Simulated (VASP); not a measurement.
# Si: single point with LDA

The system is Si.

```xyz
16
Lattice="0.0000 5.5190 5.5190 5.5190 0.0000 5.5190 5.5190 5.5190 0.0000" Properties=species:S:1:pos:R:3 pbc="T T T"
Si   -0.4832   -0.0842    0.1409
Si    0.6994    1.5345    1.1481
Si    2.6988    2.7600   -0.0098
Si    4.2222    3.9691    1.7041
Si    2.5751   -0.2356    2.3841
Si    3.7430    1.0921    4.2537
Si    5.4391    2.3581    2.7468
Si    6.6162    3.8317    4.0343
Si    0.2447    2.7762    2.8094
Si    1.1668    4.2138    4.3227
Si    2.8309    5.5300    2.8441
Si    4.0814    6.9035    4.1578
Si    2.7767    2.8109    5.6329
Si    4.3379    3.9260    6.9837
Si    5.2549    5.5065    5.8342
Si    7.0620    6.7621    6.7571
```

```yaml
Program: VASP 6.6.1
Task: single point
Functional: LDA
Potentials_or_basis: VASP PAW LDA potentials, release 64 (Si)
Cutoff: 520 eV
k_mesh: 2 × 2 × 2
Occupations: fermi-dirac, width 0.24 eV
Spin: no spin polarisation
Dipole_correction: no
Further_INCAR_settings: LREAL = Auto; ALGO = Normal; EDIFF = 1e-06; NBANDS = 46
```

The pressure is -3.7 GPa, the largest force is 3.898 eV/Å and the band gap on the k mesh is 0.22 eV.

Forces in eV/Å, atoms in the order of the input:
```
Si   0.877 -1.071 -0.498
Si   3.513 -0.960 -1.391
Si  -0.751  0.030  0.418
Si  -1.807 -0.128 -0.925
Si  -0.918  0.452  1.453
Si  -0.398  0.798 -2.074
Si  -0.004 -1.046  0.658
Si   1.031  1.397  0.664
Si  -1.808 -0.002  2.490
Si   1.720  0.719  0.353
Si  -1.130 -0.917  0.031
Si   0.979  0.443  0.811
Si  -0.366 -0.023 -1.113
Si  -1.845 -0.529  0.765
Si   1.829  1.242 -2.890
Si  -0.922 -0.405  1.247
```

Stress tensor (GPa, compression positive):
```
-5.56  0.42  1.14
 0.42 -2.25  0.94
 1.14  0.94 -3.40
```

Levels at points of the mesh, in eV from the valence-band top:
| k point | band 29 | band 30 | band 31 | band 32 | band 33 | band 34 | band 35 | band 36 |
| --- | --- | --- | --- | --- | --- | --- | --- | --- |
| (0.00, 0.00, 0.00) | -0.68 | -0.37 | -0.21 | 0.00 | 0.22 | 0.25 | 0.64 | 0.66 |
| (0.50, 0.00, 0.00) | -1.06 | -0.73 | -0.47 | -0.06 | 0.62 | 0.79 | 1.12 | 1.16 |
| (0.00, 0.50, 0.00) | -1.08 | -0.61 | -0.43 | -0.02 | 0.68 | 0.78 | 0.85 | 1.25 |
| (0.00, 0.00, 0.50) | -0.99 | -0.78 | -0.58 | -0.23 | 0.28 | 0.96 | 1.03 | 1.07 |
| (0.50, 0.50, 0.50) | -1.15 | -0.57 | -0.21 | -0.10 | 0.52 | 0.56 | 1.15 | 1.27 |
| (0.50, 0.50, 0.00) | -1.40 | -1.15 | -0.77 | -0.53 | 0.53 | 0.88 | 1.51 | 1.76 |
| (0.00, 0.50, 0.50) | -1.49 | -1.09 | -0.90 | -0.41 | 0.57 | 0.93 | 1.68 | 1.74 |
| (0.50, 0.00, 0.50) | -1.34 | -1.01 | -0.84 | -0.64 | 0.64 | 0.98 | 1.53 | 1.76 |

Wall time 3.3 min on 1 thread of Intel(R) Xeon(R) Platinum 8488C (Sapphire Rapids), with other jobs on the host, peak memory 0.37 GiB.

Caveat: the k points lie up to 0.49 Å⁻¹ apart; forces of over 1 eV/Å act on the atoms, so gaps and moduli don't describe the material at rest. A k mesh can miss the band edges.
